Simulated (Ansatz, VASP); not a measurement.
MgSb2: VASP beside Ansatz

Contents of INCAR:

```
SYSTEM = MgSb2
PREC     = Accurate       ! precision mode
ENCUT    = 520            ! plane-wave cutoff, eV
EDIFF    = 1E-6           ! SCF threshold, eV
ISMEAR   = -1             ! smearing method
SIGMA    = 0.1            ! smearing width, eV
LREAL    = .FALSE.        ! projectors in reciprocal space
LASPH    = .TRUE.         ! aspherical terms in the spheres
NELM     = 80             ! most SCF steps
ALGO     = Normal         ! electronic algorithm
ISIF     = 2              ! what is computed and relaxed
LWAVE    = .FALSE.        ! write WAVECAR
LCHARG   = .FALSE.        ! write CHGCAR
GGA      = PS             ! functional
IVDW     = 13             ! dispersion correction
NBANDS   = 21             ! bands
```

Contents of KPOINTS:

```
regular mesh
0
G
  4 4 4
  0 0 0
```

The input POSCAR:

```
MgSb2
1.0
    4.7746458865     -2.9892908003      0.0000000000
    4.7746458865      2.9892908003      0.0000000000
    0.0000000000      0.0000000000      5.6988845692
Mg Sb
2 4
Direct
    0.3158830000      0.6841170000      0.7500000000
    0.6841170000      0.3158830000      0.2500000000
    0.6345660000      0.0337820000      0.7500000000
    0.9662180000      0.3654340000      0.7500000000
    0.0337820000      0.6345660000      0.2500000000
    0.3654340000      0.9662180000      0.2500000000
```

Input for Ansatz:

```yaml
crystal:
  lattice:
    - [4.774645886493306, -2.989290800344748, 0.0]
    - [4.774645886493306, 2.989290800344748, 0.0]
    - [0.0, 0.0, 5.698884569239399]
  atoms:
    - { symbol: Mg, position: [0.315883, 0.684117, 0.75] }
    - { symbol: Mg, position: [0.684117, 0.315883, 0.25] }
    - { symbol: Sb, position: [0.634566, 0.033782, 0.75] }
    - { symbol: Sb, position: [0.966218, 0.365434, 0.75] }
    - { symbol: Sb, position: [0.033782, 0.634566, 0.25] }
    - { symbol: Sb, position: [0.365434, 0.966218, 0.25] }
basis:
  ecutwfc: 500.0
kpoints:
  mp_grid:
    grid: [4, 4, 4]
hamiltonian:
  xc: pbesol
  dispersion: d4
  pseudopotentials:
    kind: paw
scf:
  max_iter: 100
  mixing:
    algorithm: broyden
  occupations:
    method: fermi_dirac
    width: 0.1
output:
  stress: true
```

Alike in both runs: task single point; functional PBEsol; dispersion D4; k mesh 4 × 4 × 4; occupations fermi-dirac, width 0.1 eV; no spin polarisation.

|  | VASP | Ansatz |
| --- | --- | --- |
| version | VASP 6.6.1 | Ansatz 0.2.0 |
| potentials or method | VASP PAW PBE potentials, release 64 (Mg, Sb), cutoff 520 eV | plane waves, PAW |
| valence electrons in the cell | 24 | 80 |

```tsv
	VASP	Ansatz	Ansatz less VASP
pressure (GPa)	-5.6	-5.6	0.00
traceless stress, the component that is largest in VASP (GPa)	0.81	0.77	-0.035
```

VASP's potentials were made for PBE, not for PBEsol. VASP's potentials hold 24 valence electrons a cell and Ansatz's 80, so a difference there can come from the potentials and not from the codes.

Neither program's run includes spin-orbit coupling.
